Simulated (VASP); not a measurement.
# Ge (P6/mmm) in VASP: further runs, part 2 of 2

VASP 6.6.1. Earlier steps stand in the parts before.

## Step 3: Single point, LDA

Input file INCAR:

```
SYSTEM = Ge
ALGO = Normal
EDIFF = 1E-6
ENCUT = 520
GGA = CA
ISIF = 2
ISMEAR = -1
LASPH = .TRUE.
LCHARG = .FALSE.
LREAL = .FALSE.
LWAVE = .FALSE.
NBANDS = 28
NELM = 100
PREC = Accurate
SIGMA = 0.1
```

Input file KPOINTS:

```
k-points
0
G
  10 10 13
  0 0 0
```

Input file POSCAR:

```
Ge
1.0
    3.7648178735      0.0000000001      0.0000000000
   -1.8824089368      3.2604279190      0.0000000000
    0.0000000000      0.0000000000      2.2455236722
Ge
3
Direct
    0.0000000000      0.0000000000      0.0000000000
    0.3333333333      0.6666666667      0.5000000000
    0.6666666667      0.3333333333      0.5000000000
```

Potentials or basis: VASP PAW LDA potentials, release 64 (Ge_d).

Command:

```
> cat potpaw_LDA.64/Ge_d/POTCAR > POTCAR
> mpirun -np 1 vasp_std > vasp.out
```

OUTCAR:

```text
SYSTEM = Ge
   EDIFF = 1E-6
   ENCUT = 520
   GGA = CA
   ISIF = 2
   ISMEAR = -1
   LASPH = .TRUE.
   LREAL = .FALSE.
   NELM = 100
   PREC = Accurate

 ion  position               nearest neighbor table
   1  0.000  0.000  0.000-   2 2.45   3 2.45   2 2.45   3 2.45   2 2.45   2 2.45   3 2.45   3 2.45
                             3 2.45   3 2.45   2 2.45   2 2.45
   2  0.333  0.667  0.500-   3 2.17   3 2.17   3 2.17   1 2.45   1 2.45   1 2.45   1 2.45   1 2.45
                             1 2.45
   3  0.667  0.333  0.500-   2 2.17   2 2.17   2 2.17   1 2.45   1 2.45   1 2.45   1 2.45   1 2.45
                             1 2.45

  LATTYP: Found a hexagonal cell.
 ALAT       =     3.7648178735
 C/A-ratio  =     0.5964494825

  Lattice vectors:

 A1 = (   3.7648178735,   0.0000000001,   0.0000000000)
 A2 = (  -1.8824089368,   3.2604279190,   0.0000000000)
 A3 = (   0.0000000000,   0.0000000000,   2.2455236722)

Analysis of symmetry for initial positions (statically):
=====================================================================
 Subroutine PRICEL returns:
 Original cell was already a primitive cell.

 Routine SETGRP: Setting up the symmetry group for a
 hexagonal supercell.

 Subroutine GETGRP returns: Found 24 space group operations
 (whereof 24 operations were pure point group operations)
 out of a pool of 24 trial point group operations.

The static configuration has the point symmetry D_6h.

Analysis of symmetry for dynamics (positions and initial velocities):
=====================================================================
 Subroutine PRICEL returns:
 Original cell was already a primitive cell.

 Routine SETGRP: Setting up the symmetry group for a
 hexagonal supercell.

 Subroutine GETGRP returns: Found 24 space group operations
 (whereof 24 operations were pure point group operations)
 out of a pool of 24 trial point group operations.

The dynamic configuration has the point symmetry D_6h.

 Subroutine INISYM returns: Found 24 space group operations
 (whereof 24 operations are pure point group operations),
 and found     1 'primitive' translations

----------------------------------------------------------------------------------------

                                     Primitive cell

  volume of cell :      27.5636

  direct lattice vectors                    reciprocal lattice vectors
     3.764817874  0.000000000  0.000000000     0.265617099  0.153354103  0.000000000
    -1.882408937  3.260427919  0.000000000    -0.000000000  0.306708207  0.000000000
     0.000000000  0.000000000  2.245523672     0.000000000  0.000000000  0.445330420

  length of vectors
     3.764817874  3.764817873  2.245523672     0.306708207  0.306708207  0.445330420

  position of ions in fractional coordinates (direct lattice)
     0.000000000  0.000000000  0.000000000
     0.333333333  0.666666667  0.500000000
     0.666666667  0.333333333  0.500000000

  ion indices of the primitive-cell ions
   primitive index   ion index
                 1           1
                 2           2
                 3           3

----------------------------------------------------------------------------------------

 KPOINTS: k-points

Automatic generation of k-mesh.
 Grid dimensions read from file:
 generate k-points for:   10   10   13

 Generating k-lattice:

  Cartesian coordinates                     Fractional coordinates (reciprocal lattice)
     0.026561710  0.015335410  0.000000000     0.100000000  0.000000000  0.000000000
    -0.000000000  0.030670821  0.000000000     0.000000000  0.100000000  0.000000000
     0.000000000  0.000000000  0.034256186     0.000000000  0.000000000  0.076923077

  Length of vectors
     0.030670821  0.030670821  0.034256186

  Shift w.r.t. Gamma in fractional coordinates (k-lattice)
     0.000000000  0.000000000  0.000000000

 Subroutine IBZKPT returns following result:
 ===========================================

 Found     98 irreducible k-points:

 Following reciprocal coordinates:
            Coordinates               Weight
  0.000000  0.000000  0.000000      1.000000
  0.100000  0.000000  0.000000      6.000000
  0.200000  0.000000  0.000000      6.000000
  0.300000  0.000000  0.000000      6.000000
  0.400000  0.000000  0.000000      6.000000
  0.500000  0.000000  0.000000      3.000000
[... 16 lines left out ...]
  0.300000  0.100000  0.076923     24.000000
  0.400000  0.100000  0.076923     24.000000
 [... further k-points ...]
   k-points           NKPTS =     98   k-points in BZ     NKDIM =     98   number of bands    NBANDS=     28
   number of dos      NEDOS =    301   number of ions     NIONS =      3
   total plane-waves  NPLWV =  14112
   dimension x,y,z NGX =    28 NGY =   28 NGZ =   18
   dimension x,y,z NGXF=    56 NGYF=   56 NGZF=   36
   ions per type =               3
   NGX,Y,Z   is equivalent  to a cutoff of  12.36, 12.36, 13.33 a.u.
   NGXF,Y,Z  is equivalent  to a cutoff of  24.73, 24.73, 26.65 a.u.
 SYSTEM =  Ge
   PREC   = accura    normal or accurate (medium, high low for compatibility)
   ISTART =      0    job   : 0-new  1-cont  2-samecut
   ICHARG =      2    charge: 1-file 2-atom 10-const
   ISPIN  =      1    spin polarized calculation?
   LNONCOLLINEAR =      F non collinear calculations
   LSORBIT =      F    spin-orbit coupling
   LASPH  =      T    aspherical Exc in radial PAW
   ENCUT  =  520.0 eV  38.22 Ry    6.18 a.u.   7.00  7.00  4.18*2*pi/ulx,y,z
   NELM   =    100;   NELMIN=  2; NELMDL= -5     # of ELM steps
   EDIFF  = 0.1E-05   stopping-criterion for ELM
   LREAL  =      F    real-space projection
   EDIFFG = 0.1E-04   stopping-criterion for IOM
   NSW    =      0    number of steps for IOM
   IBRION =     -1    ionic relax: 0-MD 1-quasi-New 2-CG
   NFREE  =      0    steps in history (QN), initial steepest desc. (CG)
   ISIF   =      2    stress and relaxation
   ISYM   =      2    0-nonsym 1-usesym 2-fastsym
   POTIM  = 0.5000    time-step for ionic-motion
   TEBEG  =    0.0;   TEEND  =   0.0 temperature during run
   PSTRESS=    0.0 pullay stress
   NELECT =      42.0000    total number of electrons
   NUPDOWN=      -1.0000    fix difference up-down
   EMIN   =  10.00;   EMAX   =-10.00  energy-range for DOS
   EFERMI =   0.00;   METHOD = LEGACY
   ISMEAR =    -1;   SIGMA  =   0.10  broadening in eV -4-tet -1-fermi 0-gaus
   EFERMI_NEDOS =   21; number of points for ismear=-14 and -15
   IALGO  =     38    algorithm
   IMIX   =      4    mixing-type and parameters
     AMIX     =   0.40;   BMIX     =  1.00
     AMIX_MAG =   1.60;   BMIX_MAG =  1.00
  volume/ion in A,a.u.               =       9.19        62.00
  Fermi-wavevector in a.u.,A,eV,Ry     =   1.883848  3.559957 48.285488  3.548883
  Thomas-Fermi vector in A             =   2.926691
   LORBIT       =      0    0 simple, 1 ext, 2 COOP (PROOUT), +10 PAW based schemes
   GGA     = CA    functional components
   LHFCALC =     F    Hartree Fock is set to
   AEXX    =    0.0000 exact exchange contribution
   IVDW    =     0    specifies the selected vdW correction
   LEPSILON=     F    determine dielectric tensor
   LRPA    =     F    only Hartree local field effects (RPA)
 non-spin polarized calculation
  energy-cutoff  :      520.00
  volume of cell :       27.56
 maximum number of plane-waves:       755
 NGX is ok and might be reduce to    28
   NGX = 13   NGY = 13   NGZ =  9

 number of electron      41.9999989 magnetization

 Free energy of the ion-electron system (eV)
  ---------------------------------------------------
  ext. energy  EPLUGINS =         0.00000000
  ---------------------------------------------------
  free energy    TOTEN  =        -3.98199723 eV

  energy without entropy =       -3.95767108  energy(sigma->0) =       -3.96983415

 E-fermi :  17.6482     XC(G=0): -15.7807

 val. band max:       17.6268192825   @ k =   0.3000   0.3000   0.3077
 cond. band min:      17.7283878426   @ k =   0.3000   0.3000   0.0000
 fundamental gap:      0.1015685601
 Fermi energy:        17.6481930515

 k-point     1 :       0.0000    0.0000    0.0000
  band No.  band energies     occupation
      1      -9.3150      2.00000
      2      -8.8830      2.00000
      3      -8.7776      2.00000
      4      -8.7058      2.00000
      5      -8.7058      2.00000
      6      -8.5231      2.00000
[... 20 lines left out ...]
     27      37.6525      0.00000
     28      38.0290      0.00000
[... 683 lines left out ...]
 k-point    24 :       0.4000    0.1000    0.0769
  band No.  band energies     occupation
      1      -9.1471      2.00000
      2      -9.0570      2.00000
      3      -8.9976      2.00000
      4      -8.9420      2.00000
      5      -8.7977      2.00000
      6      -8.6774      2.00000
[... 20 lines left out ...]
     27      30.7201      0.00000
     28      32.2028      0.00000

 [... further k-points ...]
[... 5 lines left out ...]
  --------------------------------------------------------------------------------------
  -------------------------------------------------------------------------------------
  Total       41.7205243     41.7205243     41.7212844      0.0000000      0.0000000      0.0000000
  in kB     2425.0691494   2425.0691493   2425.1133342      0.0000000      0.0000000      0.0000000
  external PRESSURE =    2425.0838776 kB  Pullay stress =       0.0000000 kB

 VOLUME and BASIS-vectors are now :
 -----------------------------------------------------------------------------
  energy-cutoff  :      520.00
  volume of cell :       27.56
      direct lattice vectors                 reciprocal lattice vectors
     3.764817874  0.000000000  0.000000000     0.265617099  0.153354103  0.000000000
    -1.882408937  3.260427919  0.000000000    -0.000000000  0.306708207  0.000000000
     0.000000000  0.000000000  2.245523672     0.000000000  0.000000000  0.445330420

 POSITION                                       TOTAL-FORCE (eV/Angst)
 -----------------------------------------------------------------------------------
      0.00000      0.00000      0.00000         0.000000      0.000000      0.000000
     -0.00000      2.17362      1.12276         0.000000     -0.000000      0.000000
      1.88241      1.08681      1.12276        -0.000000      0.000000      0.000000
 -----------------------------------------------------------------------------------
    total drift:                                0.000000      0.000000     -0.000000

  FREE ENERGIE OF THE ION-ELECTRON SYSTEM (eV)
  ---------------------------------------------------
  free  energy   TOTEN  =        -3.9819972286 eV

  energy  without entropy=       -3.9576710778  energy(sigma->0) =       -3.96983415
```

OSZICAR:

```text
N       E                     dE             d eps       ncg     rms          rms(c)
DAV:   1     0.276606824655E+03    0.27661E+03   -0.19084E+04  6836   0.482E+03
DAV:   2     0.317178375515E+02   -0.24489E+03   -0.23760E+03  5500   0.628E+02
DAV:   3    -0.353880760777E+01   -0.35257E+02   -0.34753E+02  5812   0.167E+02
DAV:   4    -0.454727184017E+01   -0.10085E+01   -0.10048E+01  6316   0.350E+01
DAV:   5    -0.455725756033E+01   -0.99857E-02   -0.99825E-02  6204   0.342E+00    0.796E+00
DAV:   6    -0.418575899843E+01    0.37150E+00   -0.59224E-02  8792   0.116E+01    0.444E+00
DAV:   7    -0.398325110022E+01    0.20251E+00   -0.90157E-02  8992   0.588E+00    0.259E-01
DAV:   8    -0.398204294568E+01    0.12082E-02   -0.64623E-03  9088   0.391E+00    0.136E-01
DAV:   9    -0.398202996004E+01    0.12986E-04   -0.69103E-04  8456   0.604E-01    0.327E-02
DAV:  10    -0.398199743978E+01    0.32520E-04   -0.86690E-05  9436   0.703E-01    0.973E-03
DAV:  11    -0.398199722860E+01    0.21117E-06   -0.65697E-06  6576   0.635E-02
   1 F= -.39819972E+01 E0= -.39698342E+01  d E =-.243262E-01
```

stdout:

```text
POSCAR found type information on POSCAR Ge
 POSCAR found :  1 types and       3 ions
 scaLAPACK will be used
 LDA part: xc-table for (Slater(with rela. corr.)+CA(PZ))
 , standard interpolation
 POSCAR, INCAR and KPOINTS ok, starting setup
 FFT: planning ... GRIDC
 FFT: planning ... GRID_SOFT
 FFT: planning ... GRID
 WAVECAR not read
 entering main loop
```

It took 1.7 min on 1 thread of AMD EPYC 7R13, shared host; peak memory 0.14 GiB.

What came out:

- Free energy: -3.9820 eV
- Pressure: 242.5 GPa
- Band gap on the k mesh: zero (band 21 reaches 21.72 eV, above the bottom of band 22 at 11.63 eV)
